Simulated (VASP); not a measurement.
# Na: single point with PBEsol

The system is Na.

```
Na
1.0
     5.34744    0.00000    0.00000
     0.00000    5.34744    0.00000
     0.00000    0.00000    5.34744
Na
4
Direct
  0.87068 0.12932 0.62932
  0.37068 0.37068 0.37068
  0.12932 0.62932 0.87068
  0.62932 0.87068 0.12932
```

This cell differs from its parent crystal: Li replaced by Na, lengths x 1.178, strained.

| Quantity | Value |
| --- | --- |
| Program | VASP 6.6.1 |
| Task | single point |
| Functional | PBEsol |
| Potentials or basis | VASP PAW PBE potentials, release 64 (Na_pv) |
| Cutoff | 520 eV |
| k mesh | 8 × 8 × 8 |
| Occupations | gaussian, width 0.1 eV |
| Spin | no spin polarisation |

- Pressure: 0.7 GPa
- Largest force: 0.032 eV/Å
- Band gap on the k mesh: zero (band 14 reaches 2.11 eV, above the bottom of band 15 at -0.27 eV)

Forces on the atoms (eV/Å):
```
Na  -0.018  0.018  0.018
Na  -0.018 -0.018 -0.018
Na   0.018  0.018 -0.018
Na   0.018 -0.018  0.018
```

Levels at points of the mesh, in eV from the Fermi level:
```csv
k point,band 11,band 12,band 13,band 14,band 15,band 16,band 17,band 18
"(0.00, 0.00, 0.00)",-25.04,-25.03,-3.24,1.86,1.86,1.86,2.03,2.03
"(0.50, 0.00, 0.00)",-25.04,-25.04,-1.90,-1.90,2.71,2.71,3.21,3.21
"(0.50, 0.50, 0.00)",-25.03,-25.03,-0.65,-0.65,-0.51,-0.51,3.89,3.89
"(0.50, 0.50, 0.50)",-25.05,-25.05,0.55,0.55,0.55,0.55,0.87,0.87
```

It took 69 s on 1 thread of AMD EPYC 9R45 96-Core Processor (Zen 5), with other jobs on the host, peak memory 0.26 GiB.

Caveat: the cell differs from its parent crystal (Li replaced by Na, lengths x 1.178, strained); the PAW data sets were made with another functional, which shifts forces and pressure a little.
